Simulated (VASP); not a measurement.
# TiPt3 (Pm-3m) in VASP: further runs, part 3 of 3

VASP 6.6.1.

## 6. Single point, revPBE

This run uses another cell than the first one, of 15.83 Å³/atom, 1.126 times its volume.

INCAR

```
SYSTEM = TiPt3
PREC = Accurate
ENCUT = 520
EDIFF = 1E-6
ISMEAR = -1
SIGMA = 0.3
LREAL = .False.
LASPH = .True.
NELM = 60
ALGO = Normal
ISIF = 2
LWAVE = .False.
LCHARG = .False.
GGA = RE
NBANDS = 29
```

KPOINTS

```
regular mesh
0
Gamma
  6 6 6
  0 0 0
```

POSCAR

```
TiPt3
1.0
    3.9858871475      0.0000000000      0.0000000000
    0.0000000000      3.9858871475      0.0000000000
    0.0000000000      0.0000000000      3.9858871475
Ti Pt
1 3
Direct
    0.0000000000      0.0000000000      0.0000000000
    0.0000000000      0.5000000000      0.5000000000
    0.5000000000      0.0000000000      0.5000000000
    0.5000000000      0.5000000000      0.0000000000
```

Potentials or basis: VASP PAW PBE potentials, release 64 (Ti_sv, Pt).

On the command line:

```console
cat potpaw_PBE.64/Ti_sv/POTCAR potpaw_PBE.64/Pt/POTCAR > POTCAR
mpirun -np 1 vasp_std > vasp.out
```

OUTCAR:

```text
SYSTEM = TiPt3
   PREC = Accurate
   ENCUT = 520
   EDIFF = 1E-6
   ISMEAR = -1
   LREAL = .False.
   LASPH = .True.
   NELM = 60
   ISIF = 2
   GGA = RE

 ion  position               nearest neighbor table
   1  0.000  0.000  0.000-   2 2.82   3 2.82   4 2.82   2 2.82   3 2.82   2 2.82   4 2.82   2 2.82
                             3 2.82   4 2.82   3 2.82   4 2.82
   2  0.000  0.500  0.500-   1 2.82   3 2.82   4 2.82   1 2.82   4 2.82   1 2.82   3 2.82   1 2.82
                             3 2.82   4 2.82   4 2.82   3 2.82
   3  0.500  0.000  0.500-   1 2.82   2 2.82   4 2.82   1 2.82   4 2.82   2 2.82   4 2.82   4 2.82
                             1 2.82   2 2.82   1 2.82   2 2.82
   4  0.500  0.500  0.000-   1 2.82   2 2.82   3 2.82   2 2.82   3 2.82   1 2.82   3 2.82   3 2.82
                             1 2.82   2 2.82   2 2.82   1 2.82

  LATTYP: Found a simple cubic cell.
 ALAT       =     3.9858871475

  Lattice vectors:

 A1 = (   3.9858871475,   0.0000000000,   0.0000000000)
 A2 = (   0.0000000000,   3.9858871475,   0.0000000000)
 A3 = (   0.0000000000,   0.0000000000,   3.9858871475)

Analysis of symmetry for initial positions (statically):
[... 172 lines left out ...]
 E-fermi :  10.5910     XC(G=0): -12.8361

 val. band max:       10.4349873159   @ k =   0.1667   0.1667   0.1667
 cond. band min:      10.6739364018   @ k =   0.0000   0.0000   0.0000
 fundamental gap:      0.2389490859
 Fermi energy:        10.5909937620

 k-point     1 :       0.0000    0.0000    0.0000
  band No.  band energies     occupation
      1     -47.3053      2.00000
      2     -23.4685      2.00000
      3     -23.4685      2.00000
      4     -23.4685      2.00000
      5       1.1815      2.00000
      6       3.9819      2.00000
[... 629 lines left out ...]
     28      12.3542      0.00559
     29      15.9401      0.00000

------------------------ aborting loop because EDIFF is reached ----------------------------------------

  FORCE on cell =-STRESS in cart. coord.  units (eV):
  Direction    XX          YY          ZZ          XY          YZ          ZX
  --------------------------------------------------------------------------------------
  -------------------------------------------------------------------------------------
  Total       -1.0370611     -1.0370611     -1.0370611      0.0000000      0.0000000      0.0000000
  in kB      -26.2385555    -26.2385555    -26.2385555      0.0000000      0.0000000      0.0000000
  external PRESSURE =     -26.2385555 kB  Pullay stress =       0.0000000 kB

 VOLUME and BASIS-vectors are now :
 -----------------------------------------------------------------------------
  energy-cutoff  :      520.00
  volume of cell :       63.32
      direct lattice vectors                 reciprocal lattice vectors
     3.985887148  0.000000000  0.000000000     0.250885176  0.000000000  0.000000000
     0.000000000  3.985887148  0.000000000     0.000000000  0.250885176  0.000000000
     0.000000000  0.000000000  3.985887148     0.000000000  0.000000000  0.250885176

 POSITION                                       TOTAL-FORCE (eV/Angst)
 -----------------------------------------------------------------------------------
      0.00000      0.00000      0.00000         0.000000      0.000000      0.000000
      0.00000      1.99294      1.99294         0.000000      0.000000      0.000000
      1.99294      0.00000      1.99294         0.000000      0.000000      0.000000
      1.99294      1.99294      0.00000         0.000000      0.000000      0.000000
 -----------------------------------------------------------------------------------
    total drift:                                0.000000      0.000000     -0.000000

  FREE ENERGIE OF THE ION-ELECTRON SYSTEM (eV)
  ---------------------------------------------------
  free  energy   TOTEN  =       -27.9934802515 eV

  energy  without entropy=      -27.1305940483  energy(sigma->0) =      -27.56203715
```

OSZICAR:

```text
N       E                     dE             d eps       ncg     rms          rms(c)
DAV:   1     0.372281034245E+03    0.37228E+03   -0.20811E+04  1160   0.155E+03
DAV:   2    -0.307187065002E+01   -0.37535E+03   -0.35609E+03  1220   0.397E+02
DAV:   3    -0.300229459607E+02   -0.26951E+02   -0.25351E+02  1493   0.995E+01
DAV:   4    -0.309827426860E+02   -0.95980E+00   -0.95508E+00  1422   0.172E+01
DAV:   5    -0.310106942103E+02   -0.27952E-01   -0.27948E-01  1495   0.282E+00    0.190E+01
DAV:   6    -0.299013770408E+02    0.11093E+01   -0.12319E+01  1327   0.288E+01    0.152E+01
DAV:   7    -0.287750913151E+02    0.11263E+01   -0.17959E+01  1538   0.297E+01    0.950E+00
DAV:   8    -0.280395783663E+02    0.73551E+00   -0.93993E-01  1290   0.868E+00    0.340E+00
DAV:   9    -0.280316701630E+02    0.79082E-02   -0.43419E-01  1665   0.404E+00    0.191E+00
DAV:  10    -0.279935525582E+02    0.38118E-01   -0.96895E-02  1337   0.252E+00    0.310E-01
DAV:  11    -0.279953746196E+02   -0.18221E-02   -0.24781E-03  1361   0.426E-01    0.418E-01
DAV:  12    -0.279934687557E+02    0.19059E-02   -0.43831E-03  1509   0.484E-01    0.138E-02
DAV:  13    -0.279934815019E+02   -0.12746E-04   -0.87563E-05  1292   0.651E-02    0.136E-02
DAV:  14    -0.279934804659E+02    0.10360E-05   -0.82133E-06  1278   0.208E-02    0.663E-03
DAV:  15    -0.279934802515E+02    0.21443E-06   -0.11250E-06   908   0.104E-02
   1 F= -.27993480E+02 E0= -.27562037E+02  d E =-.862886E+00
```

Run time: 35 s. Hardware: 1 thread of Intel Xeon Platinum 8259CL at 2.50GHz (Skylake/Cascade Lake), shared host; peak memory 0.18 GiB.

What came out:

```yaml
Free_energy: -27.9935 eV
Pressure: -2.6 GPa
Band_gap_on_the_k_mesh: zero (band 21 reaches 12.18 eV, above the bottom of band 22 at 10.24 eV)
```

Caveat: the PAW data sets were made with another functional, which shifts forces and pressure a little; spin-orbit coupling is left out, which moves the levels of the heavy elements.

## 7. Summary

```tsv
cell	gap on the mesh (eV)	pressure (GPa)
a = 3.831 Å, 4 atoms	none	30.2
a = 3.871 Å, 4 atoms	none	19.7
a = 3.910 Å, 4 atoms	none	10.9
a = 3.948 Å, 4 atoms	none	3.6
a = 3.986 Å, 4 atoms	none	-2.6
```

Alike in all rows: task single point; level revPBE; potentials or basis VASP PAW PBE potentials, release 64 (Ti_sv, Pt); no spin polarisation; k mesh 6 × 6 × 6; cutoff (eV) 520; smearing fermi-dirac 0.3 eV.

Caveats: the PAW data sets were made with another functional, which shifts forces and pressure a little; spin-orbit coupling is left out, which moves the levels of the heavy elements.

Total energies depend on the potentials used, so only differences within one code and one set of settings carry meaning.
